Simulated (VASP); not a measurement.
Wanted: the native input for a VASP 6.6.1 run.

| Item | Value |
| --- | --- |
| Task | single point |
| Functional | PBE |
| Potentials or basis | VASP PAW PBE potentials, release 64 (Mg, S) |
| Cutoff | 520 eV |
| k mesh | 12 × 12 × 8 |
| Occupations | gaussian, width 0.02 eV |
| Spin | no spin polarisation |
| Dipole correction | no |
| Further INCAR settings | ALGO = Normal; EDIFF = 1e-06; NBANDS = 11 |

The structure of MgS lies in POSCAR:

```
MgS
1.0
    3.6109059518      0.0000000000      0.0000000000
   -1.8054529759      3.1271362850      0.0000000000
    0.0000000000      0.0000000000      3.3052570093
Mg S
1 1
Direct
    0.3333333333      0.6666666667      0.5000000000
    0.0000000000      0.0000000000      0.0000000000
```

The cell was generated, and may not be a known phase.

The input as run:

INCAR

```
  PREC = Accurate
  ENCUT = 520
  EDIFF = 1E-6
  ISMEAR = 0
  SIGMA = 0.02
  LREAL = F
  LASPH = T
  NELM = 60
  ALGO = Normal
  ISIF = 2
  LWAVE = F
  LCHARG = F
  GGA = PE
  NBANDS = 11
```

KPOINTS

```
regular mesh
0
Gamma
  12 12 8
```

Potentials or basis: VASP PAW PBE potentials, release 64 (Mg, S).

Run with:

```bash
$ cat potpaw_PBE.64/Mg/POTCAR potpaw_PBE.64/S/POTCAR > POTCAR
$ mpirun -np 1 vasp_std > vasp.out
```

It gave:

| Item | Value |
| --- | --- |
| Pressure | -0.3 GPa |
| Band gap on the k mesh | 1.14 eV (least direct gap 2.11 eV) |

It took 22 s on 1 thread of Intel(R) Xeon(R) Platinum 8488C (Sapphire Rapids) (shared host), peak memory 0.18 GiB.
